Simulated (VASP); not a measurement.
# Cr (Im-3m) in VASP: further runs

Cr is run at these levels: PBE+D3(BJ); tasks: single point, relaxation of cell and atoms.

Program: VASP 6.6.1. These are calculated values, not measurements. Logs are shortened: lines on timing, memory, paths and dates and some standing lists are left out, and cuts for length are marked.

## (1) The cell of the first run

Symmetry: Im-3m, No. 229, cubic system. The conventional cell has a = 2.832 Å, b = 2.832 Å, c = 2.832 Å, α = 90.00°, β = 90.00°, γ = 90.00°. Cr (site symmetry m-3m) has 14 Cr at 2.45 to 2.83 Å within 3.2 Å.

## (2) Single point, PBE+D3(BJ), collinear spin, antiferromagnetic start

File INCAR:

```
ALGO = Normal ; EDIFF = 1E-7
ENCUT = 520 ; GGA = PE
ISIF = 2 ; ISMEAR = 0
ISPIN = 2 ; IVDW = 12
LASPH = T ; LCHARG = T
LELF = T ; LMAXMIX = 4
LORBIT = 11 ; LREAL = F
LVHAR = T ; LWAVE = F
MAGMOM = 1.14 -1.14 ; NBANDS = 23
NELM = 150 ; PREC = Accurate
SIGMA = 0.1
```

File KPOINTS:

```
k-points
0
Gamma
  8 8 8
```

File POSCAR:

```
Cr
1.0
    2.8322543959      0.0000000000      0.0000000000
    0.0000000000      2.8322543959      0.0000000000
    0.0000000000      0.0000000000      2.8322543959
Cr
2
Direct
    0.0000000000      0.0000000000      0.0000000000
    0.5000000000      0.5000000000      0.5000000000
```

Potentials or basis: VASP PAW PBE potentials, release 64 (Cr_pv).

Started as:

```
cat potpaw_PBE.64/Cr_pv/POTCAR > POTCAR
mpirun -np 1 vasp_std > vasp.out
```

OUTCAR:

```text
EDIFF = 1E-7
   ENCUT = 520
   GGA = PE
   ISIF = 2
   ISMEAR = 0
   ISPIN = 2
   IVDW = 12
   LASPH = T
   LORBIT = 11
   LREAL = F
   NELM = 150
   PREC = Accurate
 IVDW          = 12

 ion  position               nearest neighbor table
   1  0.000  0.000  0.000-   2 2.45   2 2.45   2 2.45   2 2.45   2 2.45   2 2.45   2 2.45   2 2.45

   2  0.500  0.500  0.500-   1 2.45   1 2.45   1 2.45   1 2.45   1 2.45   1 2.45   1 2.45   1 2.45

  LATTYP: Found a simple cubic cell.
 ALAT       =     2.8322543959

  Lattice vectors:

 A1 = (   2.8322543959,   0.0000000000,   0.0000000000)
 A2 = (   0.0000000000,   2.8322543959,   0.0000000000)
 A3 = (   0.0000000000,   0.0000000000,   2.8322543959)

Analysis of symmetry for initial positions (statically):
=====================================================================
 Subroutine PRICEL returns following result:

  LATTYP: Found a body centered cubic cell.
 ALAT       =     2.8322543959
[... 12 lines left out ...]
 Subroutine GETGRP returns: Found 48 space group operations
 (whereof 48 operations were pure point group operations)
 out of a pool of 48 trial point group operations.

The static configuration has the point symmetry O_h .

Analysis of symmetry for dynamics (positions and initial velocities):
=====================================================================
 Subroutine PRICEL returns following result:

  LATTYP: Found a body centered cubic cell.
 ALAT       =     2.8322543959
[... 12 lines left out ...]
 Subroutine GETGRP returns: Found 48 space group operations
 (whereof 48 operations were pure point group operations)
 out of a pool of 48 trial point group operations.

The dynamic configuration has the point symmetry O_h .

Analysis of structural, dynamic, and magnetic symmetry:
=====================================================================
 Subroutine PRICEL returns following result:

  LATTYP: Found a body centered cubic cell.
 ALAT       =     2.8322543959
[... 12 lines left out ...]
 Subroutine GETGRP returns: Found 48 space group operations
 (whereof 48 operations were pure point group operations)
 out of a pool of 48 trial point group operations.

The overall configuration has the point symmetry O_h .

 Subroutine INISYM returns: Found 48 space group operations
 (whereof 48 operations are pure point group operations),
 and found     2 'primitive' translations

----------------------------------------------------------------------------------------

                                     Primitive cell

  volume of cell :      11.3597

[... 110 lines left out ...]
   LORBIT       =     11    0 simple, 1 ext, 2 COOP (PROOUT), +10 PAW based schemes
   GGA     = PE    functional components
   LHFCALC =     F    Hartree Fock is set to
   AEXX    =    0.0000 exact exchange contribution
   IVDW    =    12    specifies the selected vdW correction
   LEPSILON=     F    determine dielectric tensor
   LRPA    =     F    only Hartree local field effects (RPA)
 spin polarized calculation
 Gauss-broadening in eV      SIGMA  =   0.10
  energy-cutoff  :      520.00
  volume of cell :       22.72
 maximum number of plane-waves:       627
 NGX is ok and might be reduce to    24
   NGX = 11   NGY = 11   NGZ = 11

 number of electron      24.0000000 magnetization       0.0000000

 number of electron      24.0000000 magnetization      -0.0000000

 Free energy of the ion-electron system (eV)
  ---------------------------------------------------
  ext. energy  EPLUGINS =         0.00000000
  ---------------------------------------------------
  free energy    TOTEN  =       -19.04027361 eV

  energy without entropy =      -19.03454272  energy(sigma->0) =      -19.03740816

 E-fermi :  11.1844     XC(G=0): -13.7587

 val. band max:       11.1708501555   @ k =   0.3750   0.0000   0.0000
 cond. band min:      11.1989483028   @ k =   0.3750   0.1250   0.0000
 fundamental gap:      0.0280981473
 Fermi energy:        11.1843881473

 spin component 1

 k-point     1 :       0.0000    0.0000    0.0000
  band No.  band energies     occupation
      1     -32.3091      1.00000
      2     -32.3091      1.00000
      3     -32.3091      1.00000
      4     -31.1834      1.00000
      5     -31.1834      1.00000
      6     -31.1834      1.00000
[... 613 lines left out ...]
     22      22.1224      0.00000
     23      27.5204      0.00000

 [... further k-points ...]

 spin component 2

 k-point     1 :       0.0000    0.0000    0.0000
  band No.  band energies     occupation
      1     -32.3091      1.00000
      2     -32.3091      1.00000
      3     -32.3091      1.00000
      4     -31.1834      1.00000
      5     -31.1834      1.00000
      6     -31.1834      1.00000
[... 613 lines left out ...]
     22      22.1224      0.00000
     23      27.5204      0.00000

 [... further k-points ...]

------------------------ aborting loop because EDIFF is reached ----------------------------------------

 Edisp (eV)   -1.00759

 E8    (eV) :    -0.4482

  FORCE on cell =-STRESS in cart. coord.  units (eV):
  Direction    XX          YY          ZZ          XY          YZ          ZX
  --------------------------------------------------------------------------------------
  -------------------------------------------------------------------------------------
  Total       0.03763     0.03763     0.03763     0.00000     0.00000     0.00000
  in kB       2.65339     2.65339     2.65339     0.00000     0.00000     0.00000
  external pressure =        2.65 kB  Pullay stress =        0.00 kB

 VOLUME and BASIS-vectors are now :
 -----------------------------------------------------------------------------
  energy-cutoff  :      520.00
  volume of cell :       22.72
      direct lattice vectors                 reciprocal lattice vectors
     2.832254396  0.000000000  0.000000000     0.353075628  0.000000000  0.000000000
     0.000000000  2.832254396  0.000000000     0.000000000  0.353075628  0.000000000
     0.000000000  0.000000000  2.832254396     0.000000000  0.000000000  0.353075628

 POSITION                                       TOTAL-FORCE (eV/Angst)
 -----------------------------------------------------------------------------------
      0.00000      0.00000      0.00000        -0.000000     -0.000000     -0.000000
      1.41613      1.41613      1.41613         0.000000      0.000000      0.000000
 -----------------------------------------------------------------------------------
    total drift:                                0.000000      0.000000     -0.000000

  FREE ENERGIE OF THE ION-ELECTRON SYSTEM (eV)
  ---------------------------------------------------
  free  energy   TOTEN  =       -20.0478589416 eV

  energy  without entropy=      -20.0421280508  energy(sigma->0) =      -20.04499350

 total charge

# of ion       s       p       d       tot
------------------------------------------
    1        0.447   6.416   4.234  11.097
    2        0.447   6.416   4.234  11.097
--------------------------------------------------
tot          0.895  12.831   8.468  22.195

 magnetization (x)

# of ion       s       p       d       tot
------------------------------------------
    1        0.012   0.006   0.893   0.910
    2       -0.012  -0.006  -0.893  -0.910
--------------------------------------------------
tot          0.000   0.000  -0.000  -0.000
```

stdout:

```text
POSCAR found type information on POSCAR Cr
 POSCAR found :  1 types and       2 ions
 scaLAPACK will be used
 LDA part: xc-table for (Slater+PW92), standard interpolation
 POSCAR, INCAR and KPOINTS ok, starting setup
 FFT: planning ... GRIDC
 FFT: planning ... GRID_SOFT
 FFT: planning ... GRID
 WAVECAR not read
 entering main loop
```

It took 44 s on 1 thread of Intel Xeon Platinum 8259CL at 2.50GHz (Skylake/Cascade Lake), shared host; peak memory 0.17 GiB.

What came out:

```yaml
Free_energy: -20.0479 eV
Pressure: 0.3 GPa
Band_gap_on_the_k_mesh: zero (filled and empty bands overlap)
Net_moment: 0.00 μB per cell
Site_moments: Cr +0.91, -0.91 μB
Valence_electrons_inside_the_program's_atomic_spheres: Cr 11.10
Dispersion_energy_per_atom: -0.504 eV
```

Caveat: an empty level that is flat over the whole mesh can mark a ghost state of the potentials, or a narrow d or f band; the antiferromagnetic order is the one typed at the start, and another may lie lower.

## (3) Relaxation of cell and atoms, PBE+D3(BJ), collinear spin, antiferromagnetic start

This run uses another cell than the first one, of 11.94 Å³/atom.

File INCAR:

```
SYSTEM = Cr
ALGO = Normal ; EDIFF = 1E-7
EDIFFG = -0.05 ; ENCUT = 600
GGA = PE ; IBRION = 2
ISIF = 3 ; ISMEAR = 0
ISPIN = 2 ; IVDW = 12
LASPH = .True. ; LCHARG = .False.
LMAXMIX = 4 ; LORBIT = 11
LREAL = .False. ; LWAVE = .False.
MAGMOM = 1.14 -1.14 ; NELM = 150
NSW = 100 ; PREC = Accurate
SIGMA = 0.1
```

File KPOINTS:

```
k-points
0
Gamma
  8 8 8
  0 0 0
```

File POSCAR:

```
Cr
1.0
    2.8800000000      0.0000000000      0.0000000000
    0.0000000000      2.8800000000      0.0000000000
    0.0000000000      0.0000000000      2.8800000000
Cr
2
Direct
    0.0000000000      0.0000000000      0.0000000000
    0.5000000000      0.5000000000      0.5000000000
```

Potentials or basis: VASP PAW PBE potentials, release 64 (Cr_pv).

Started as:

```
cat potpaw_PBE.64/Cr_pv/POTCAR > POTCAR
mpirun -np 1 vasp_std > vasp.out
```

Wall time 94 s (1 thread of Intel Xeon Platinum 8259CL at 2.50GHz (Skylake/Cascade Lake), shared host); peak memory 0.18 GiB.

Results (log left out):

```
Free energy                                           : -20.0484 eV
Relaxed volume                                        : 11.37 Å³/atom
Relaxed cell                                          : a = 2.833 Å, b = 2.833 Å, c = 2.833 Å, α = 90.00°, β = 90.00°, γ = 90.00°
Space group after relaxing (to 0.1 Å)                 : Im-3m (No. 229)
Energy gained by relaxing                             : 17.1 meV/atom
Ionic steps                                           : 3
Pressure after relaxing                               : 0.0 GPa
Band gap on the k mesh                                : zero (filled and empty bands overlap)
Net moment                                            : 0.00 μB per cell
Site moments                                          : Cr +0.92, -0.92 μB
Valence electrons inside the program's atomic spheres : Cr 11.10
Dispersion energy per atom                            : -0.503 eV
```

Step by step:
| step | energy change (eV) | largest force (eV/Å) | pressure (GPa) | volume (Å³) |
| --- | --- | --- | --- | --- |
| 1 | 0.0000 | 0.0000 | -8.98 | 23.89 |
| 2 | 0.0026 | 0.0000 | 11.63 | 21.65 |
| 3 | -0.0342 | 0.0000 | 0.05 | 22.74 |

Final structure:
```
Cr
1.0
     2.83292    0.00000    0.00000
     0.00000    2.83292    0.00000
     0.00000    0.00000    2.83292
Cr
2
Cartesian
  0.0000 0.0000 0.0000
  1.4165 1.4165 1.4165
```

Levels at points of the mesh, in eV from the Fermi level:
Spin up:
```tsv
k point	band 9	band 10	band 11	band 12	band 13	band 14	band 15	band 16
(0.00, 0.00, 0.00)	-4.37	-0.91	-0.91	-0.91	1.27	1.27	2.66	2.66
(0.50, 0.00, 0.00)	-2.09	-1.48	-0.75	-0.75	0.09	0.09	0.31	1.26
(0.50, 0.50, 0.00)	-2.47	-2.47	1.17	1.19	1.19	1.24	1.36	1.98
(0.50, 0.50, 0.50)	-2.59	-2.01	-2.01	-2.01	1.30	1.30	2.04	2.04
```
Spin down:
| k point | band 9 | band 10 | band 11 | band 12 | band 13 | band 14 | band 15 | band 16 |
| --- | --- | --- | --- | --- | --- | --- | --- | --- |
| (0.00, 0.00, 0.00) | -4.37 | -0.91 | -0.91 | -0.91 | 1.27 | 1.27 | 2.66 | 2.66 |
| (0.50, 0.00, 0.00) | -2.09 | -1.48 | -0.75 | -0.75 | 0.09 | 0.09 | 0.31 | 1.26 |
| (0.50, 0.50, 0.00) | -2.47 | -2.47 | 1.17 | 1.19 | 1.19 | 1.24 | 1.36 | 1.98 |
| (0.50, 0.50, 0.50) | -2.59 | -2.01 | -2.01 | -2.01 | 1.30 | 1.30 | 2.04 | 2.04 |

Caveat: the antiferromagnetic order is the one typed at the start, and another may lie lower.

The gap in the log of VASP goes by the Fermi energy; the results here count the filled bands.